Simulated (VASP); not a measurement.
# TiAl (Pmmm) in VASP: further runs

Runs on TiAl. Level: PBEsol. Tasks: single point.

Everything below comes from runs of VASP 6.6.1. Logs are shortened: lines on timing, memory, paths and dates and some standing lists are left out, and cuts for length are marked.

### Step 1. The cell of the first run

Symmetry: Pmmm, No. 47, orthorhombic system. Conventional cell: a = 2.809 Å, b = 3.156 Å, c = 3.272 Å, α = 90.00°, β = 90.00°, γ = 90.00°. Ti (site symmetry mmm) has 8 Al at 2.67 Å and 6 Ti at 2.81 to 3.27 Å within 3.5 Å. Al (site symmetry mmm) has 8 Ti at 2.67 Å and 6 Al at 2.81 to 3.27 Å within 3.5 Å.

### Step 2. Single point, PBEsol (normal strain along x -0.1100, normal strain along y +0.0367)

File INCAR:

```
PREC     = Accurate       # precision mode
ENCUT    = 520            # plane-wave cutoff, eV
EDIFF    = 1E-6           # SCF threshold, eV
ISMEAR   = 0              # smearing method
SIGMA    = 0.15           # smearing width, eV
LREAL    = F              # projectors in reciprocal space
LASPH    = T              # aspherical terms in the spheres
NELM     = 80             # most SCF steps
ALGO     = Fast           # electronic algorithm
ISIF     = 2              # what is computed and relaxed
LWAVE    = F              # write WAVECAR
LCHARG   = T              # write CHGCAR
GGA      = PS             # functional
LELF     = T              # ELF
LVHAR    = T            
NBANDS   = 14             # bands
```

File KPOINTS:

```
Automatic mesh
0
Gamma
  14 14 14
```

File POSCAR:

```
TiAl
1.0
    2.8089068443      0.0000000000      0.0000000000
    0.0000000000      3.2719030624      0.0000000000
    0.0000000000      0.0000000000      3.1560751060
Ti Al
1 1
Direct
    0.0000000000      0.0000000000      0.0000000000
    0.5000000000      0.5000000000      0.5000000000
```

Potentials or basis: VASP PAW PBE potentials, release 64 (Ti_sv, Al).

Run with:

```sh
> cat potpaw_PBE.64/Ti_sv/POTCAR potpaw_PBE.64/Al/POTCAR > POTCAR
> mpirun -np 1 vasp_std > vasp.out
```

OUTCAR:

```text
PREC = Accurate
   ENCUT = 520
   EDIFF = 1E-6
   ISMEAR = 0
   LREAL = F
   LASPH = T
   NELM = 80
   ISIF = 2
   GGA = PS

 ion  position               nearest neighbor table
   1  0.000  0.000  0.000-   2 2.67   2 2.67   2 2.67   2 2.67   2 2.67   2 2.67   2 2.67   2 2.67

   2  0.500  0.500  0.500-   1 2.67   1 2.67   1 2.67   1 2.67   1 2.67   1 2.67   1 2.67   1 2.67

  LATTYP: Found a simple orthorhombic cell.
 ALAT       =     2.8089068443
 B/A-ratio  =     1.1235955056
 C/A-ratio  =     1.1648314607

  Lattice vectors:

 A1 = (  -2.8089068443,   0.0000000000,   0.0000000000)
 A2 = (   0.0000000000,   0.0000000000,   3.1560751060)
 A3 = (   0.0000000000,   3.2719030624,   0.0000000000)

Analysis of symmetry for initial positions (statically):
=====================================================================
 Subroutine PRICEL returns:
 Original cell was already a primitive cell.

 Routine SETGRP: Setting up the symmetry group for a
 simple orthorhombic supercell.

 Subroutine GETGRP returns: Found  8 space group operations
 (whereof  8 operations were pure point group operations)
 out of a pool of  8 trial point group operations.

The static configuration has the point symmetry D_2h.

Analysis of symmetry for dynamics (positions and initial velocities):
=====================================================================
 Subroutine PRICEL returns:
 Original cell was already a primitive cell.

 Routine SETGRP: Setting up the symmetry group for a
 simple orthorhombic supercell.

 Subroutine GETGRP returns: Found  8 space group operations
 (whereof  8 operations were pure point group operations)
 out of a pool of  8 trial point group operations.

The dynamic configuration has the point symmetry D_2h.

 Subroutine INISYM returns: Found  8 space group operations
 (whereof  8 operations are pure point group operations),
 and found     1 'primitive' translations

----------------------------------------------------------------------------------------

                                     Primitive cell

  volume of cell :      29.0058

  direct lattice vectors                    reciprocal lattice vectors
     2.808906844  0.000000000  0.000000000     0.356010382  0.000000000  0.000000000
     0.000000000  3.271903062  0.000000000     0.000000000  0.305632527  0.000000000
     0.000000000  0.000000000  3.156075106     0.000000000  0.000000000  0.316849240

  length of vectors
     2.808906844  3.271903062  3.156075106     0.356010382  0.305632527  0.316849240

  position of ions in fractional coordinates (direct lattice)
     0.000000000  0.000000000  0.000000000
     0.500000000  0.500000000  0.500000000

  ion indices of the primitive-cell ions
   primitive index   ion index
                 1           1
                 2           2

----------------------------------------------------------------------------------------

 KPOINTS: Automatic mesh

Automatic generation of k-mesh.
 Grid dimensions read from file:
 generate k-points for:   14   14   14

 Generating k-lattice:

  Cartesian coordinates                     Fractional coordinates (reciprocal lattice)
     0.025429313  0.000000000  0.000000000     0.071428571  0.000000000  0.000000000
     0.000000000  0.021830895  0.000000000     0.000000000  0.071428571  0.000000000
     0.000000000  0.000000000  0.022632089     0.000000000  0.000000000  0.071428571

  Length of vectors
     0.025429313  0.021830895  0.022632089

  Shift w.r.t. Gamma in fractional coordinates (k-lattice)
     0.000000000  0.000000000  0.000000000

 Subroutine IBZKPT returns following result:
 ===========================================

 Found    512 irreducible k-points:

 Following reciprocal coordinates:
            Coordinates               Weight
  0.000000  0.000000  0.000000      1.000000
  0.071429  0.000000  0.000000      2.000000
  0.142857  0.000000  0.000000      2.000000
  0.214286  0.000000  0.000000      2.000000
  0.285714  0.000000  0.000000      2.000000
  0.357143  0.000000  0.000000      2.000000
[... 16 lines left out ...]
  0.428571  0.142857  0.000000      4.000000
  0.500000  0.142857  0.000000      2.000000
 [... further k-points ...]
   k-points           NKPTS =    512   k-points in BZ     NKDIM =    512   number of bands    NBANDS=     14
   number of dos      NEDOS =    301   number of ions     NIONS =      2
   total plane-waves  NPLWV =  13824
   dimension x,y,z NGX =    24 NGY =   24 NGZ =   24
   dimension x,y,z NGXF=    48 NGYF=   48 NGZF=   48
   ions per type =               1   1
   NGX,Y,Z   is equivalent  to a cutoff of  14.20, 12.19, 12.64 a.u.
   NGXF,Y,Z  is equivalent  to a cutoff of  28.41, 24.39, 25.28 a.u.
 SYSTEM =  unknown system
   PREC   = accura    normal or accurate (medium, high low for compatibility)
   ISTART =      0    job   : 0-new  1-cont  2-samecut
   ICHARG =      2    charge: 1-file 2-atom 10-const
   ISPIN  =      1    spin polarized calculation?
[... 73 lines left out ...]
     10      12.2774      0.00000
     11      13.0080      0.00000
     12      13.9480      0.00000
     13      17.6460      0.00000
     14      18.6316      0.00000

 k-point     2 :       0.0714    0.0000    0.0000
  band No.  band energies     occupation
      1     -46.6449      2.00000
      2     -23.0226      2.00000
      3     -22.9871      2.00000
      4     -22.7604      2.00000
      5       0.1705      2.00000
      6       7.9441      2.00000
      7       8.2749      2.00000
      8      11.3403      0.00000
      9      11.7059      0.00000
     10      11.9856      0.00000
     11      13.4707      0.00000
     12      14.2734      0.00000
     13      16.7099      0.00000
     14      19.1457      0.00000

 k-point     3 :       0.1429    0.0000    0.0000
  band No.  band energies     occupation
      1     -46.6358      2.00000
      2     -23.0145      2.00000
      3     -22.9793      2.00000
      4     -22.8360      2.00000
      5       0.4827      2.00000
      6       8.1146      2.00000
      7       8.3400      2.00000
      8      11.0608      0.00000
      9      11.4040      0.00000
     10      11.4250      0.00000
     11      14.2253      0.00000
     12      14.9456      0.00000
     13      15.3879      0.00000
     14      18.7890      0.00000

 k-point     4 :       0.2143    0.0000    0.0000
  band No.  band energies     occupation
      1     -46.6228      2.00000
      2     -23.0029      2.00000
      3     -22.9681      2.00000
      4     -22.9440      2.00000
      5       0.9907      2.00000
      6       8.2329      2.00000
      7       8.3951      2.00000
      8      10.4578      0.00000
      9      10.8545      0.00000
     10      11.4982      0.00000
     11      14.3510      0.00000
     12      15.0424      0.00000
     13      15.7345      0.00000
     14      18.3040      0.00000

 k-point     5 :       0.2857    0.0000    0.0000
  band No.  band energies     occupation
      1     -46.6082      2.00000
      2     -23.0622      2.00000
      3     -22.9898      2.00000
      4     -22.9557      2.00000
      5       1.6786      2.00000
      6       7.7580      2.00000
      7       8.7193      2.00000
      8       9.9489      0.01991
      9      10.3595      0.00000
     10      11.6058      0.00000
     11      13.8830      0.00000
[... 276 lines left out ...]
 k-point    22 :       0.3571    0.1429    0.0000
  band No.  band energies     occupation
      1     -46.5930      2.00000
      2     -23.1634      2.00000
      3     -23.0034      2.00000
      4     -22.9421      2.00000
      5       2.7692      2.00000
      6       6.9726      2.00000
      7       8.7073      2.00000
      8       9.7028      0.99325
      9      10.0490      0.00107
     10      11.3956      0.00000
     11      13.8262      0.00000
     12      15.6663      0.00000
     13      17.6860      0.00000
     14      17.9847      0.00000

 k-point    23 :       0.4286    0.1429    0.0000
  band No.  band energies     occupation
      1     -46.5839      2.00000
      2     -23.2350      2.00000
      3     -22.9948      2.00000
      4     -22.9343      2.00000
      5       3.7216      2.00000
      6       5.8939      2.00000
      7       8.9454      2.00000
      8       9.5464      1.85740
      9       9.8199      0.26601
     10      11.4792      0.00000
     11      14.0008      0.00000
     12      16.2383      0.00000
     13      17.3418      0.00000
     14      18.9125      0.00000

 k-point    24 :       0.5000    0.1429    0.0000
  band No.  band energies     occupation
      1     -46.5807      2.00000
      2     -23.2604      2.00000
      3     -22.9917      2.00000
      4     -22.9315      2.00000
      5       4.6875      2.00000
      6       4.8743      2.00000
      7       9.0369      2.00000
      8       9.4861      1.95810
      9       9.7412      0.71166
     10      11.5107      0.00000
     11      14.0920      0.00000
     12      16.4721      0.00000
     13      17.2897      0.00000
     14      19.6082      0.00000

 [... further k-points ...]

------------------------ aborting loop because EDIFF is reached ----------------------------------------

  FORCE on cell =-STRESS in cart. coord.  units (eV):
  Direction    XX          YY          ZZ          XY          YZ          ZX
  --------------------------------------------------------------------------------------
  -------------------------------------------------------------------------------------
  Total        2.2860464      2.5758380      1.6168895      0.0000000      0.0000000     -0.0000000
  in kB      126.2730101    142.2800571     89.3111811      0.0000000      0.0000000     -0.0000000
  external PRESSURE =     119.2880828 kB  Pullay stress =       0.0000000 kB

 VOLUME and BASIS-vectors are now :
 -----------------------------------------------------------------------------
  energy-cutoff  :      520.00
  volume of cell :       29.01
      direct lattice vectors                 reciprocal lattice vectors
     2.808906844  0.000000000  0.000000000     0.356010382  0.000000000  0.000000000
     0.000000000  3.271903062  0.000000000     0.000000000  0.305632527  0.000000000
     0.000000000  0.000000000  3.156075106     0.000000000  0.000000000  0.316849240

 POSITION                                       TOTAL-FORCE (eV/Angst)
 -----------------------------------------------------------------------------------
      0.00000      0.00000      0.00000         0.000000      0.000000      0.000000
      1.40445      1.63595      1.57804         0.000000      0.000000      0.000000
 -----------------------------------------------------------------------------------
    total drift:                                0.000000      0.000000      0.000000

  FREE ENERGIE OF THE ION-ELECTRON SYSTEM (eV)
  ---------------------------------------------------
  free  energy   TOTEN  =       -12.9169948716 eV

  energy  without entropy=      -12.8897544624  energy(sigma->0) =      -12.90337467
```

Run time: 1.7 min. Hardware: 1 thread of Intel Xeon 6975P-C (Granite Rapids), shared host; peak memory 0.31 GiB.

Results:

* Free energy: -12.9170 eV
* Pressure: 11.9 GPa
* Band gap on the k mesh: zero (an odd number of electrons rules out a gap without spin polarisation)

Levels at points of the mesh, in eV from the Fermi level:
| k point | band 5 | band 6 | band 7 | band 8 | band 9 | band 10 | band 11 | band 12 |
| --- | --- | --- | --- | --- | --- | --- | --- | --- |
| (0.00, 0.00, 0.00) | -9.64 | -1.82 | -1.47 | 1.62 | 2.43 | 2.58 | 3.31 | 4.25 |
| (0.50, 0.00, 0.00) | -5.15 | -5.04 | -0.46 | -0.28 | -0.04 | 2.10 | 4.64 | 6.72 |
| (0.00, 0.50, 0.00) | -6.67 | -5.52 | -0.78 | -0.14 | 1.40 | 2.71 | 2.75 | 6.59 |
| (0.50, 0.50, 0.00) | -4.95 | -2.28 | -1.38 | -1.27 | 0.41 | 0.84 | 3.08 | 5.73 |
| (0.00, 0.00, 0.50) | -6.34 | -5.47 | -0.73 | -0.57 | 1.40 | 2.61 | 3.22 | 6.35 |
| (0.50, 0.00, 0.50) | -4.76 | -2.01 | -1.32 | -1.21 | 0.15 | 0.52 | 3.40 | 5.83 |
| (0.00, 0.50, 0.50) | -5.78 | -2.58 | -2.37 | -1.70 | 1.67 | 1.74 | 2.78 | 4.47 |
| (0.50, 0.50, 0.50) | -3.28 | -3.27 | -3.26 | 1.50 | 2.98 | 3.04 | 3.23 | 3.66 |

Caveat: the cell differs from its parent crystal (normal strain along x -0.1100, normal strain along y +0.0367); the cell stands under pressure; the PAW data sets were made with another functional, which shifts forces and pressure a little.

### Step 3. Single point, PBEsol (normal strain along x -0.1100, normal strain along y +0.0733)

File INCAR:

```
SYSTEM = TiAl
PREC = Accurate ; ENCUT = 520
EDIFF = 1E-6 ; ISMEAR = 0
SIGMA = 0.15 ; LREAL = .False.
LASPH = .True. ; NELM = 80
ALGO = Fast ; ISIF = 2
LWAVE = .False. ; LCHARG = .False.
GGA = PS ; NBANDS = 14
```

File KPOINTS:

```
Automatic mesh
0
Gamma
  14 14 14
  0 0 0
```

POSCAR: that of step 2 with these lines changed.

```diff
@@ -3,3 +3,3 @@
     2.8089068443      0.0000000000      0.0000000000
-    0.0000000000      3.2719030624      0.0000000000
+    0.0000000000      3.3874154113      0.0000000000
     0.0000000000      0.0000000000      3.1560751060
```

Potentials or basis: VASP PAW PBE potentials, release 64 (Ti_sv, Al).

Run with:

```sh
> cat potpaw_PBE.64/Ti_sv/POTCAR potpaw_PBE.64/Al/POTCAR > POTCAR
> mpirun -np 1 vasp_std > vasp.out
```

It took 1.9 min on 1 thread of Intel Xeon 6975P-C (Granite Rapids), shared host; peak memory 0.32 GiB.

The run converged. Its results:

```yaml
Free_energy: -12.9974 eV
Pressure: 6.8 GPa
Band_gap_on_the_k_mesh: zero (an odd number of electrons rules out a gap without spin polarisation)
```

Stress tensor (GPa, compression positive):
```
 7.72  0.00  0.00
 0.00 10.79  0.00
 0.00  0.00  1.77
```

Levels at points of the mesh, in eV from the Fermi level:
```
           k point  band 4  band 5  band 6  band 7  band 8  band 9  band 10  band 11  band 12  band 13
(0.00, 0.00, 0.00)  -32.46   -9.46   -1.74   -1.34    1.54    2.37     2.62     2.63     4.41     8.12
(0.50, 0.00, 0.00)  -32.68   -4.98   -4.86   -0.65   -0.19    0.13     2.03     4.61     6.68     7.95
(0.00, 0.50, 0.00)  -32.46   -6.79   -5.43   -0.76    0.02    1.52     2.36     2.72     6.63     9.31
(0.50, 0.50, 0.00)  -32.67   -4.85   -2.37   -1.30   -1.19    0.49     0.98     2.79     5.38     6.05
(0.00, 0.00, 0.50)  -32.45   -6.17   -5.32   -0.79   -0.67    1.52     2.55     3.24     6.13     7.75
(0.50, 0.00, 0.50)  -32.72   -4.48   -1.87   -1.19   -1.07    0.02     0.39     3.40     5.55     6.30
(0.00, 0.50, 0.50)  -32.44   -5.71   -2.68   -2.29   -1.65    1.73     1.84     2.54     4.27     5.01
(0.50, 0.50, 0.50)  -32.80   -3.12   -3.11   -3.09    1.36    2.80     2.90     3.24     3.60     3.89
```

Caveat: the cell differs from its parent crystal (normal strain along x -0.1100, normal strain along y +0.0733); the cell stands under pressure; the PAW data sets were made with another functional, which shifts forces and pressure a little.

### Step 4. Single point, PBEsol (normal strain along x -0.0733, normal strain along y +0.0367)

File INCAR:

```
PREC     = Accurate       # precision mode
ENCUT    = 520            # plane-wave cutoff, eV
EDIFF    = 1E-7           # SCF threshold, eV
ISMEAR   = 0              # smearing method
SIGMA    = 0.15           # smearing width, eV
LREAL    = False          # projectors in reciprocal space
LASPH    = True           # aspherical terms in the spheres
NELM     = 100            # most SCF steps
ALGO     = Fast           # electronic algorithm
ISIF     = 2              # what is computed and relaxed
LWAVE    = False          # write WAVECAR
LCHARG   = False          # write CHGCAR
GGA      = PS             # functional
NBANDS   = 14             # bands
```

File KPOINTS:

```
Automatic mesh
0
Gamma
  14 14 14
```

File POSCAR:

```
TiAl
1.0
    2.9247348007      0.0000000000      0.0000000000
    0.0000000000      3.2719030624      0.0000000000
    0.0000000000      0.0000000000      3.1560751060
Ti Al
1 1
Direct
    0.0000000000      0.0000000000      0.0000000000
    0.5000000000      0.5000000000      0.5000000000
```

Run with:

```sh
> cat potpaw_PBE.64/Ti_sv/POTCAR potpaw_PBE.64/Al/POTCAR > POTCAR
> mpirun -np 1 vasp_std > vasp.out
```

Wall time 2 min (1 thread of Intel Xeon 6975P-C (Granite Rapids), shared host); peak memory 0.32 GiB.

It converged, with:

* Free energy: -12.9818 eV
* Pressure: 5.5 GPa
* Band gap on the k mesh: zero (an odd number of electrons rules out a gap without spin polarisation)

Stress tensor (GPa, compression positive):
```
4.93 0.00 0.00
0.00 8.25 0.00
0.00 0.00 3.46
```

Levels at points of the mesh, in eV from the Fermi level:
| k point | band 6 | band 7 | band 8 | band 9 | band 10 | band 11 |
| --- | --- | --- | --- | --- | --- | --- |
| (0.00, 0.00, 0.00) | -1.67 | -1.42 | 1.66 | 2.15 | 2.30 | 3.45 |
| (0.50, 0.00, 0.00) | -5.15 | -0.37 | -0.33 | 0.09 | 2.03 | 4.08 |
| (0.00, 0.50, 0.00) | -5.41 | -0.69 | 0.01 | 0.98 | 2.45 | 2.74 |
| (0.50, 0.50, 0.00) | -2.27 | -1.58 | -1.42 | 0.55 | 0.82 | 2.94 |
| (0.00, 0.00, 0.50) | -5.35 | -0.63 | -0.41 | 0.99 | 2.35 | 3.18 |
| (0.50, 0.00, 0.50) | -2.00 | -1.51 | -1.36 | 0.30 | 0.51 | 3.22 |
| (0.00, 0.50, 0.50) | -2.46 | -2.25 | -1.63 | 1.32 | 1.38 | 2.74 |
| (0.50, 0.50, 0.50) | -3.20 | -3.19 | 1.16 | 2.88 | 2.94 | 3.12 |

Caveat: the cell differs from its parent crystal (normal strain along x -0.0733, normal strain along y +0.0367); the cell stands under pressure; the PAW data sets were made with another functional, which shifts forces and pressure a little.

### Step 5. Summary

```csv
cell,further INCAR settings,gap on the mesh (eV),pressure (GPa)
"a = 2.809, b = 3.272, c = 3.156 Å, 2 atoms",ALGO = Fast; EDIFF = 1e-06; NBANDS = 14,none,11.9
"a = 2.809, b = 3.387, c = 3.156 Å, 2 atoms",ALGO = Fast; EDIFF = 1e-06; NBANDS = 14,none,6.8
"a = 2.925, b = 3.272, c = 3.156 Å, 2 atoms",ALGO = Fast; EDIFF = 1e-07; NBANDS = 14,none,5.5
```

Alike in all rows: task single point; level PBEsol; potentials or basis VASP PAW PBE potentials, release 64 (Ti_sv, Al); no spin polarisation; k mesh 14 × 14 × 14; cutoff (eV) 520; smearing gaussian 0.15 eV.

Caveats: the cell stands under pressure; the PAW data sets were made with another functional, which shifts forces and pressure a little.

Absolute energies hang on the potentials; compare differences alone.
